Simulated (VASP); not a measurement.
Wanted: the native input for a VASP 6.6.1 run.

```
Task                   : single point
Functional             : PBE
Potentials or basis    : VASP PAW PBE potentials, release 64 (Ru_pv, C)
Cutoff                 : 600 eV
k mesh                 : 6 × 6 × 4
Occupations            : gaussian, width 0.2 eV
Spin                   : no spin polarisation
Dipole correction      : no
Further INCAR settings : ALGO = Normal; EDIFF = 1e-06; NBANDS = 23
```

The structure of Ru2C lies in POSCAR:

```
Ru2C
1.0
    3.6512026883      0.0000000000      0.0000000000
    0.0000000000      3.6512026883      0.0000000000
    0.0000000000      0.0000000000      2.6344253673
Ru C
2 1
Direct
    0.5000000000      0.0000000000      0.0000000000
    0.0000000000      0.5000000000      0.0000000000
    0.0000000000      0.0000000000      0.5000000000
```

The cell was generated, and may not be a known phase.

The input as run:

INCAR

```
  PREC = Accurate
  ENCUT = 600
  EDIFF = 1E-6
  ISMEAR = 0
  SIGMA = 0.2
  LREAL = False
  LASPH = True
  NELM = 120
  ALGO = Normal
  ISIF = 2
  LWAVE = False
  LCHARG = False
  GGA = PE
  NBANDS = 23
  GGA_COMPAT = False
```

KPOINTS

```
Automatic mesh
0
Gamma
  6 6 4
```

Potentials or basis: VASP PAW PBE potentials, release 64 (Ru_pv, C).

Launch:

```bash
$ cat potpaw_PBE.64/Ru_pv/POTCAR potpaw_PBE.64/C/POTCAR > POTCAR
$ mpirun -np 1 vasp_std > vasp.out
```

Results of the run:

- Pressure: 0.2 GPa
- Band gap on the k mesh: zero (bands 16 and 17 overlap by 3.35 eV)

Caveat: the k points lie up to 0.60 Å⁻¹ apart, too coarse for converged energies and pressures of a metal.

Run time: 46 s on 1 thread of Intel Xeon 8259CL, on a shared host, peak memory 0.17 GiB.
